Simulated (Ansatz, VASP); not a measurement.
**CdS in VASP and in Ansatz**

```
Cd S
1.0
     4.13480    0.00000    0.00000
    -2.06740    3.58084    0.00000
     0.00000    0.00000    6.88398
Cd S
2 2
Cartesian
  0.0000 2.3872 0.0000
  2.0674 1.1936 3.4420
  0.0000 2.3872 2.6503
  2.0674 1.1936 6.0923
```

Change from the starting cell: zz strain of +2 %, crystal datasets.

Alike in both runs: task electric field gradients; functional PBE; k mesh 7 × 7 × 4; occupations fermi-dirac, width 0.01 eV; no spin polarisation.

```csv
,VASP,Ansatz
version,VASP 6.6.1,Ansatz 0.2.0
potentials or method,"VASP PAW PBE potentials, release 64 (Cd, S), cutoff 520 eV","all-electron PAW with datasets made for the crystal, scalar-relativistic"
```

Ansatz gave:

```
gap on the k mesh at the Fermi level (eV)                     : 1.16
pressure (GPa)                                                : 1.5
traceless stress, the component that is largest in VASP (GPa) : -2.44
rms of the force components (eV/Å)                            : 0.198
size of Vzz on the site where it differs most (V/Å²)          : 45.6
```

Problem. Estimate VASP's values.

Solution. gap on the k mesh at the Fermi level (eV): 1.17; pressure (GPa): 1.8; traceless stress, the component that is largest in VASP (GPa): -2.51; rms of the force components (eV/Å): 0.204; size of Vzz on the site where it differs most (V/Å²): 49.0.

Atom by atom the forces differ by 0.007 eV/Å (rms over components). Ansatz ran all-electron here, and VASP with PAW potentials.
